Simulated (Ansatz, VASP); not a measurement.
LiNbO3: VASP beside Ansatz

```
Li Nb O
1.0
     5.18990    2.99639    9.34445
    -5.18990    2.99639    9.34445
     0.00000   -5.99278    9.34445
Li Nb O
16 16 48
Direct
  0.35923 0.35923 0.35923
  0.10923 0.10923 0.10923
  0.35923 0.35923 0.85923
  0.10923 0.10923 0.60923
  0.35923 0.85923 0.35923
  0.10923 0.60923 0.10923
  0.35923 0.85923 0.85923
  0.10923 0.60923 0.60923
  0.85923 0.35923 0.35923
  0.60923 0.10923 0.10923
  0.85923 0.35923 0.85923
  0.60923 0.10923 0.60923
  0.85923 0.85923 0.35923
  0.60923 0.60923 0.10923
  0.85923 0.85923 0.85923
  0.60923 0.60923 0.60923
  0.49926 0.49926 0.49926
  0.24926 0.24926 0.24926
  0.49926 0.49926 0.99926
  0.24926 0.24926 0.74926
  0.49926 0.99926 0.49926
  0.24926 0.74926 0.24926
  0.49926 0.99926 0.99926
  0.24926 0.74926 0.74926
  0.99926 0.49926 0.49926
  0.74926 0.24926 0.24926
  0.99926 0.49926 0.99926
  0.74926 0.24926 0.74926
  0.99926 0.99926 0.49926
  0.74926 0.74926 0.24926
  0.99926 0.99926 0.99926
  0.74926 0.74926 0.74926
  0.13995 0.32076 0.44489
  0.32076 0.44489 0.13995
  0.44489 0.13995 0.32076
  0.19489 0.07076 0.38995
  0.38995 0.19489 0.07076
  0.07076 0.38995 0.19489
  0.13995 0.32076 0.94489
  0.32076 0.44489 0.63995
  0.44489 0.13995 0.82076
  0.19489 0.07076 0.88995
  0.38995 0.19489 0.57076
  0.07076 0.38995 0.69489
  0.13995 0.82076 0.44489
  0.32076 0.94489 0.13995
  0.44489 0.63995 0.32076
  0.19489 0.57076 0.38995
  0.38995 0.69489 0.07076
  0.07076 0.88995 0.19489
  0.13995 0.82076 0.94489
  0.32076 0.94489 0.63995
  0.44489 0.63995 0.82076
  0.19489 0.57076 0.88995
  0.38995 0.69489 0.57076
  0.07076 0.88995 0.69489
  0.63995 0.32076 0.44489
  0.82076 0.44489 0.13995
  0.94489 0.13995 0.32076
  0.69489 0.07076 0.38995
  0.88995 0.19489 0.07076
  0.57076 0.38995 0.19489
  0.63995 0.32076 0.94489
  0.82076 0.44489 0.63995
  0.94489 0.13995 0.82076
  0.69489 0.07076 0.88995
  0.88995 0.19489 0.57076
  0.57076 0.38995 0.69489
  0.63995 0.82076 0.44489
  0.82076 0.94489 0.13995
  0.94489 0.63995 0.32076
  0.69489 0.57076 0.38995
  0.88995 0.69489 0.07076
  0.57076 0.88995 0.19489
  0.63995 0.82076 0.94489
  0.82076 0.94489 0.63995
  0.94489 0.63995 0.82076
  0.69489 0.57076 0.88995
  0.88995 0.69489 0.57076
  0.57076 0.88995 0.69489
```

Alike in both runs: functional PBE; k mesh 1 × 1 × 1; no spin polarisation.

Ansatz relaxed the structure, and its values are those at the end. VASP's run is a single point on that final structure, the one shown.

```csv
,VASP,Ansatz
version,VASP 6.6.1,Ansatz 0.2.0
potentials or method,"VASP PAW PBE potentials, release 64 (Li_sv, Nb_sv, O), cutoff 520 eV",plane-wave PAW DFT
occupations,"gaussian, width 0.01 eV",fixed
valence electrons in the cell,544,544
```

|  | VASP | Ansatz | Ansatz less VASP |
| --- | --- | --- | --- |
| gap on the k mesh at the Fermi level (eV) | 3.67 | 3.68 | +0.013 |
| rms of the force components (eV/Å) | 0.009 | 0.007 | -0.0021 |

The k mesh is coarse, so the values compare programs but aren't converged. Noted on VASP's run: the cutoff is under 1.25 times that of the potentials, so the pressure is a little rough.
